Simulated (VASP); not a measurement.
# BaH2 (Pnma) in VASP: a series of runs

Runs on BaH2. Level: PBEsol. Tasks: single point.

All numbers are computed with VASP 6.6.1; they aren't measurements. Logs are shortened: lines on timing, memory, paths and dates and some standing lists are left out, and cuts for length are marked.

### Step 1. The cell of the first run

It takes space group Pnma (No. 62, orthorhombic). The conventional cell has a = 6.653 Å, b = 4.083 Å, c = 7.698 Å, α = 90.00°, β = 90.00°, γ = 90.00°. Within 3.2 Å of Ba (site symmetry m) lie 9 H at 2.45 to 2.93 Å. H (site symmetry m) has 4 Ba at 2.45 to 2.62 Å and 8 H at 2.98 to 3.32 Å within 3.4 Å. Within 3.6 Å of H (site symmetry m) lie 5 Ba at 2.63 to 2.93 Å and 10 H at 2.98 to 3.53 Å.

### Step 2. Single point, PBEsol

Contents of INCAR:

```
PREC = Accurate
ENCUT = 520
EDIFF = 1E-6
ISMEAR = -1
SIGMA = 0.05
LREAL = False
LASPH = True
NELM = 80
ALGO = Normal
ISIF = 2
LWAVE = False
LCHARG = True
GGA = PS
LELF = True
LVHAR = True
NBANDS = 36
```

Contents of KPOINTS:

```
regular mesh
0
Gamma
  4 7 4
```

Contents of POSCAR:

```
BaH2
1.0
    6.6533488504      0.0000000000      0.0000000000
    0.0000000000      4.0829149011      0.0000000000
    0.0000000000      0.0000000000      7.6975876423
Ba H
4 8
Direct
    0.7397100000      0.7500000000      0.1113700000
    0.7602900000      0.2500000000      0.6113700000
    0.2397100000      0.7500000000      0.3886300000
    0.2602900000      0.2500000000      0.8886300000
    0.3540000000      0.7500000000      0.0865000000
    0.1460000000      0.2500000000      0.5865000000
    0.8540000000      0.7500000000      0.4135000000
    0.6460000000      0.2500000000      0.9135000000
    0.9570000000      0.7500000000      0.8260000000
    0.5430000000      0.2500000000      0.3260000000
    0.4570000000      0.7500000000      0.6740000000
    0.0430000000      0.2500000000      0.1740000000
```

Potentials or basis: VASP PAW PBE potentials, release 64 (Ba_sv, H).

Started as:

```sh
$ cat potpaw_PBE.64/Ba_sv/POTCAR potpaw_PBE.64/H/POTCAR > POTCAR
$ mpirun -np 1 vasp_std > vasp.out
```

OUTCAR:

```text
PREC = Accurate
   ENCUT = 520
   EDIFF = 1E-6
   ISMEAR = -1
   LREAL = False
   LASPH = True
   NELM = 80
   ISIF = 2
   GGA = PS

 ion  position               nearest neighbor table
   1  0.740  0.750  0.111-   7 2.45   5 2.57   8 2.62   8 2.62   9 2.63   3 3.95   3 3.95   4 4.16
                             4 4.16   2 4.36   2 4.36   2 4.36   2 4.36   4 4.37   4 4.37
   2  0.760  0.250  0.611-   8 2.45   6 2.57   7 2.62   7 2.62  10 2.63   4 3.95   4 3.95   3 4.16
                             3 4.16   1 4.36   1 4.36   1 4.36   1 4.36   3 4.37   3 4.37
   3  0.240  0.750  0.389-   5 2.45   7 2.57   6 2.62   6 2.62  11 2.63   1 3.95   1 3.95   2 4.16
                             2 4.16   4 4.36   4 4.36   4 4.36   4 4.36   2 4.37   2 4.37
   4  0.260  0.250  0.889-   6 2.45   8 2.57   5 2.62   5 2.62  12 2.63   2 3.95   2 3.95   1 4.16
                             1 4.16   3 4.36   3 4.36   3 4.36   3 4.36   1 4.37   1 4.37
   5  0.354  0.750  0.087-   3 2.45   1 2.57   4 2.62   4 2.62
   6  0.146  0.250  0.587-   4 2.45   2 2.57   3 2.62   3 2.62
   7  0.854  0.750  0.413-   1 2.45   3 2.57   2 2.62   2 2.62
   8  0.646  0.250  0.913-   2 2.45   4 2.57   1 2.62   1 2.62
   9  0.957  0.750  0.826-   1 2.63
  10  0.543  0.250  0.326-   2 2.63
  11  0.457  0.750  0.674-   3 2.63
  12  0.043  0.250  0.174-   4 2.63

  LATTYP: Found a simple orthorhombic cell.
 ALAT       =     4.0829149011
 B/A-ratio  =     1.6295585413
 C/A-ratio  =     1.8853166987

  Lattice vectors:

 A1 = (   0.0000000000,  -4.0829149011,   0.0000000000)
 A2 = (   6.6533488504,   0.0000000000,   0.0000000000)
 A3 = (   0.0000000000,   0.0000000000,   7.6975876423)

Analysis of symmetry for initial positions (statically):
=====================================================================
 Subroutine PRICEL returns:
 Original cell was already a primitive cell.

 Routine SETGRP: Setting up the symmetry group for a
 simple orthorhombic supercell.

 Subroutine GETGRP returns: Found  8 space group operations
 (whereof  2 operations were pure point group operations)
 out of a pool of  8 trial point group operations.

The static configuration has the point symmetry S_2 .
 The point group associated with its full space group is D_2h.

Analysis of symmetry for dynamics (positions and initial velocities):
=====================================================================
 Subroutine PRICEL returns:
 Original cell was already a primitive cell.

 Routine SETGRP: Setting up the symmetry group for a
 simple orthorhombic supercell.

 Subroutine GETGRP returns: Found  8 space group operations
 (whereof  2 operations were pure point group operations)
 out of a pool of  8 trial point group operations.

The dynamic configuration has the point symmetry S_2 .
 The point group associated with its full space group is D_2h.

 Subroutine INISYM returns: Found  8 space group operations
 (whereof  2 operations are pure point group operations),
 and found     1 'primitive' translations

----------------------------------------------------------------------------------------

                                     Primitive cell

  volume of cell :     209.1054

  direct lattice vectors                    reciprocal lattice vectors
     6.653348850  0.000000000  0.000000000     0.150300251  0.000000000  0.000000000
     0.000000000  4.082914901  0.000000000     0.000000000  0.244923057  0.000000000
     0.000000000  0.000000000  7.697587642     0.000000000  0.000000000  0.129910830

  length of vectors
     6.653348850  4.082914901  7.697587642     0.150300251  0.244923057  0.129910830

  position of ions in fractional coordinates (direct lattice)
     0.739710000  0.750000000  0.111370000
     0.760290000  0.250000000  0.611370000
     0.239710000  0.750000000  0.388630000
     0.260290000  0.250000000  0.888630000
     0.354000000  0.750000000  0.086500000
     0.146000000  0.250000000  0.586500000
     0.854000000  0.750000000  0.413500000
     0.646000000  0.250000000  0.913500000
     0.957000000  0.750000000  0.826000000
     0.543000000  0.250000000  0.326000000
     0.457000000  0.750000000  0.674000000
     0.043000000  0.250000000  0.174000000

  ion indices of the primitive-cell ions
   primitive index   ion index
                 1           1
                 2           2
                 3           3
                 4           4
                 5           5
                 6           6
                 7           7
                 8           8
                 9           9
                10          10
                11          11
                12          12

----------------------------------------------------------------------------------------

 KPOINTS: regular mesh

Automatic generation of k-mesh.
 Grid dimensions read from file:
 generate k-points for:    4    7    4

 Generating k-lattice:

  Cartesian coordinates                     Fractional coordinates (reciprocal lattice)
     0.037575063  0.000000000  0.000000000     0.250000000  0.000000000  0.000000000
     0.000000000  0.034989008  0.000000000     0.000000000  0.142857143  0.000000000
     0.000000000  0.000000000  0.032477708     0.000000000  0.000000000  0.250000000

  Length of vectors
     0.037575063  0.034989008  0.032477708

  Shift w.r.t. Gamma in fractional coordinates (k-lattice)
     0.000000000  0.000000000  0.000000000

 Subroutine IBZKPT returns following result:
 ===========================================

 Found     36 irreducible k-points:

 Following reciprocal coordinates:
            Coordinates               Weight
  0.000000  0.000000  0.000000      1.000000
  0.250000  0.000000  0.000000      2.000000
  0.500000  0.000000  0.000000      1.000000
  0.000000  0.142857  0.000000      2.000000
  0.250000  0.142857  0.000000      4.000000
  0.500000  0.142857  0.000000      2.000000
[... 16 lines left out ...]
  0.250000  0.428571  0.250000      8.000000
  0.500000  0.428571  0.250000      4.000000
 [... further k-points ...]
   k-points           NKPTS =     36   k-points in BZ     NKDIM =     36   number of bands    NBANDS=     36
   number of dos      NEDOS =    301   number of ions     NIONS =     12
   total plane-waves  NPLWV =  90000
   dimension x,y,z NGX =    50 NGY =   30 NGZ =   60
   dimension x,y,z NGXF=   100 NGYF=   60 NGZF=  120
   ions per type =               4   8
   NGX,Y,Z   is equivalent  to a cutoff of  12.49, 12.22, 12.96 a.u.
   NGXF,Y,Z  is equivalent  to a cutoff of  24.99, 24.43, 25.92 a.u.
 SYSTEM =  unknown system
   PREC   = accura    normal or accurate (medium, high low for compatibility)
   ISTART =      0    job   : 0-new  1-cont  2-samecut
   ICHARG =      2    charge: 1-file 2-atom 10-const
   ISPIN  =      1    spin polarized calculation?
   LNONCOLLINEAR =      F non collinear calculations
   LSORBIT =      F    spin-orbit coupling
   LASPH  =      T    aspherical Exc in radial PAW
   ENCUT  =  520.0 eV  38.22 Ry    6.18 a.u.  12.37  7.59 14.31*2*pi/ulx,y,z
   NELM   =     80;   NELMIN=  2; NELMDL= -5     # of ELM steps
   EDIFF  = 0.1E-05   stopping-criterion for ELM
   LREAL  =      F    real-space projection
   EDIFFG = 0.1E-04   stopping-criterion for IOM
   NSW    =      0    number of steps for IOM
   IBRION =     -1    ionic relax: 0-MD 1-quasi-New 2-CG
   NFREE  =      0    steps in history (QN), initial steepest desc. (CG)
   ISIF   =      2    stress and relaxation
   ISYM   =      2    0-nonsym 1-usesym 2-fastsym
   POTIM  = 0.5000    time-step for ionic-motion
   TEBEG  =    0.0;   TEEND  =   0.0 temperature during run
   PSTRESS=    0.0 pullay stress
   NELECT =      48.0000    total number of electrons
   NUPDOWN=      -1.0000    fix difference up-down
   EMIN   =  10.00;   EMAX   =-10.00  energy-range for DOS
   EFERMI =   0.00;   METHOD = LEGACY
   ISMEAR =    -1;   SIGMA  =   0.05  broadening in eV -4-tet -1-fermi 0-gaus
   EFERMI_NEDOS =   21; number of points for ismear=-14 and -15
   IALGO  =     38    algorithm
   IMIX   =      4    mixing-type and parameters
     AMIX     =   0.40;   BMIX     =  1.00
     AMIX_MAG =   1.60;   BMIX_MAG =  1.00
  volume/ion in A,a.u.               =      17.43       117.59
  Fermi-wavevector in a.u.,A,eV,Ry     =   1.002383  1.894228 13.670736  1.004771
  Thomas-Fermi vector in A             =   2.134866
   LORBIT       =      0    0 simple, 1 ext, 2 COOP (PROOUT), +10 PAW based schemes
   GGA     = PS    functional components
   LHFCALC =     F    Hartree Fock is set to
   AEXX    =    0.0000 exact exchange contribution
   IVDW    =     0    specifies the selected vdW correction
   LEPSILON=     F    determine dielectric tensor
   LRPA    =     F    only Hartree local field effects (RPA)
 non-spin polarized calculation
  energy-cutoff  :      520.00
  volume of cell :      209.11
 maximum number of plane-waves:      5671
 NGX is ok and might be reduce to    50
   NGX = 25   NGY = 15   NGZ = 29

 number of electron      47.9999999 magnetization

 Free energy of the ion-electron system (eV)
  ---------------------------------------------------
  ext. energy  EPLUGINS =         0.00000000
  ---------------------------------------------------
  free energy    TOTEN  =       -40.90066555 eV

  energy without entropy =      -40.90066555  energy(sigma->0) =      -40.90066555

 E-fermi :   1.2059     XC(G=0):  -8.7600

 val. band max:        0.1319020965   @ k =   0.2500   0.0000   0.0000
 cond. band min:       2.8213014963   @ k =   0.5000   0.2857   0.0000
 fundamental gap:      2.6893993998
 Fermi energy:         1.2058963727

 k-point     1 :       0.0000    0.0000    0.0000
  band No.  band energies     occupation
      1     -25.8530      2.00000
      2     -25.7494      2.00000
      3     -25.7413      2.00000
      4     -25.7279      2.00000
      5     -11.7281      2.00000
      6     -11.4835      2.00000
[... 28 lines left out ...]
     35       6.0580      0.00000
     36       6.1235      0.00000
[... 866 lines left out ...]
      6     -11.5503      2.00000
[... 28 lines left out ...]
     35       6.5299      0.00000
     36       6.5299      0.00000

 [... further k-points ...]

------------------------ aborting loop because EDIFF is reached ----------------------------------------

  FORCE on cell =-STRESS in cart. coord.  units (eV):
  Direction    XX          YY          ZZ          XY          YZ          ZX
  --------------------------------------------------------------------------------------
  -------------------------------------------------------------------------------------
  Total        1.5872139      0.2090879      2.8499701     -0.0000000      0.0000000      0.0000000
  in kB       12.1613213      1.6020428     21.8366303     -0.0000000      0.0000000      0.0000000
  external PRESSURE =      11.8666648 kB  Pullay stress =       0.0000000 kB

 VOLUME and BASIS-vectors are now :
 -----------------------------------------------------------------------------
  energy-cutoff  :      520.00
  volume of cell :      209.11
      direct lattice vectors                 reciprocal lattice vectors
     6.653348850  0.000000000  0.000000000     0.150300251  0.000000000  0.000000000
     0.000000000  4.082914901  0.000000000     0.000000000  0.244923057  0.000000000
     0.000000000  0.000000000  7.697587642     0.000000000  0.000000000  0.129910830

 POSITION                                       TOTAL-FORCE (eV/Angst)
 -----------------------------------------------------------------------------------
      4.92155      3.06219      0.85728        -0.025919     -0.000000     -0.116068
      5.05847      1.02073      4.70607         0.025919      0.000000     -0.116068
      1.59487      3.06219      2.99151        -0.025919      0.000000      0.116068
      1.73180      1.02073      6.84031         0.025919      0.000000      0.116068
      2.35529      3.06219      0.66584         0.042549      0.000000     -0.358684
      0.97139      1.02073      4.51464        -0.042549     -0.000000     -0.358684
      5.68196      3.06219      3.18295         0.042549     -0.000000      0.358684
      4.29806      1.02073      7.03175        -0.042549      0.000000      0.358684
      6.36725      3.06219      6.35821         0.172296      0.000000     -0.172130
      3.61277      1.02073      2.50941        -0.172296     -0.000000     -0.172130
      3.04058      3.06219      5.18817         0.172296      0.000000      0.172130
      0.28609      1.02073      1.33938        -0.172296     -0.000000      0.172130
 -----------------------------------------------------------------------------------
    total drift:                                0.000000      0.000000     -0.000000

  FREE ENERGIE OF THE ION-ELECTRON SYSTEM (eV)
  ---------------------------------------------------
  free  energy   TOTEN  =       -40.9006655508 eV

  energy  without entropy=      -40.9006655507  energy(sigma->0) =      -40.90066555
```

Wall time 5.4 min (1 thread of Oxide Virtual Turin-like, shared host); peak memory 0.37 GiB.

What came out:

```
Free energy            : -40.9007 eV
Pressure               : 1.2 GPa
Largest force          : 0.361 eV/Å
Band gap on the k mesh : 2.69 eV (least direct gap 3.23 eV)
```

Forces on the atoms (eV/Å):
```
Ba  -0.026  0.000 -0.116
Ba   0.026  0.000 -0.116
Ba  -0.026  0.000  0.116
Ba   0.026  0.000  0.116
H    0.043  0.000 -0.359
H   -0.043  0.000 -0.359
H    0.043  0.000  0.359
H   -0.043  0.000  0.359
H    0.172  0.000 -0.172
H   -0.172  0.000 -0.172
H    0.172  0.000  0.172
H   -0.172  0.000  0.172
```

Stress tensor (GPa, compression positive):
```
1.22 0.00 0.00
0.00 0.16 0.00
0.00 0.00 2.18
```

Caveat: the PAW data sets were made with another functional, which shifts forces and pressure a little; spin-orbit coupling is left out, which moves the levels of the heavy elements; an odd mesh through Γ misses points on the zone boundary, where band edges can lie.

### Step 3. Single point, PBEsol

This run uses another cell than the first one, of 17.54 Å³/atom.

Contents of INCAR:

```
SYSTEM = BaH2
ALGO = Normal ; EDIFF = 1E-6
ENCUT = 520 ; GGA = PS
ISIF = 2 ; ISMEAR = -1
LASPH = .TRUE. ; LCHARG = .FALSE.
LREAL = .FALSE. ; LWAVE = .FALSE.
NBANDS = 36 ; NELM = 100
PREC = Accurate ; SIGMA = 0.05
```

Contents of KPOINTS:

```
k-points
0
G
  4 7 4
  0 0 0
```

Contents of POSCAR:

```
BaH2
1.0
    6.6416402258      0.0000000000      0.0000000000
    0.0000000000      4.1113700043      0.0000000000
    0.0000000000      0.0000000000      7.7078707505
Ba H
4 8
Direct
    0.7394711340      0.7500000000      0.1112299231
    0.7605288660      0.2500000000      0.6112299231
    0.2394711340      0.7500000000      0.3887700769
    0.2605288660      0.2500000000      0.8887700769
    0.3515414967      0.7500000000      0.0719988312
    0.1484585033      0.2500000000      0.5719988312
    0.8515414967      0.7500000000      0.4280011688
    0.6484585033      0.2500000000      0.9280011688
    0.9728887212      0.7500000000      0.8123697089
    0.5271112788      0.2500000000      0.3123697089
    0.4728887212      0.7500000000      0.6876302911
    0.0271112788      0.2500000000      0.1876302911
```

Potentials or basis: VASP PAW PBE potentials, release 64 (Ba_sv, H).

Started as:

```sh
$ cat potpaw_PBE.64/Ba_sv/POTCAR potpaw_PBE.64/H/POTCAR > POTCAR
$ mpirun -np 1 vasp_std > vasp.out
```

Wall time 5.2 min (1 thread of Oxide Virtual Turin-like, shared host); peak memory 0.38 GiB.

Results (log left out):

```
Free energy            : -41.0492 eV
Pressure               : 0.5 GPa
Largest force          : 0.019 eV/Å
Band gap on the k mesh : 2.57 eV (least direct gap 3.17 eV)
```

Forces in eV/Å, atoms in the order of the input:
```
Ba   0.018  0.000  0.005
Ba  -0.018  0.000  0.005
Ba   0.018  0.000 -0.005
Ba  -0.018  0.000 -0.005
H   -0.001  0.000  0.000
H    0.001  0.000  0.000
H   -0.001  0.000  0.000
H    0.001  0.000  0.000
H   -0.002  0.000  0.003
H    0.002  0.000  0.003
H   -0.002  0.000 -0.003
H    0.002  0.000 -0.003
```

Levels at points of the mesh, in eV from the valence-band top:
| k point | band 20 | band 21 | band 22 | band 23 | band 24 | band 25 | band 26 | band 27 | band 28 | band 29 |
| --- | --- | --- | --- | --- | --- | --- | --- | --- | --- | --- |
| (0.00, 0.00, 0.00) | -1.11 | -0.93 | -0.69 | -0.26 | -0.02 | 3.31 | 3.80 | 3.91 | 4.13 | 4.44 |
| (0.50, 0.00, 0.00) | -1.60 | -0.73 | -0.73 | -0.09 | -0.09 | 3.10 | 3.10 | 3.64 | 3.64 | 4.15 |
| (0.00, 0.00, 0.50) | -1.26 | -0.64 | -0.64 | -0.39 | -0.39 | 3.14 | 3.14 | 3.57 | 3.57 | 4.62 |
| (0.50, 0.00, 0.50) | -1.67 | -0.86 | -0.86 | -0.45 | -0.45 | 3.13 | 3.13 | 3.21 | 3.21 | 4.75 |

Caveat: the PAW data sets were made with another functional, which shifts forces and pressure a little; spin-orbit coupling is left out, which moves the levels of the heavy elements; an odd mesh through Γ misses points on the zone boundary, where band edges can lie. As with any semilocal functional, this PBEsol gap is likely too small.
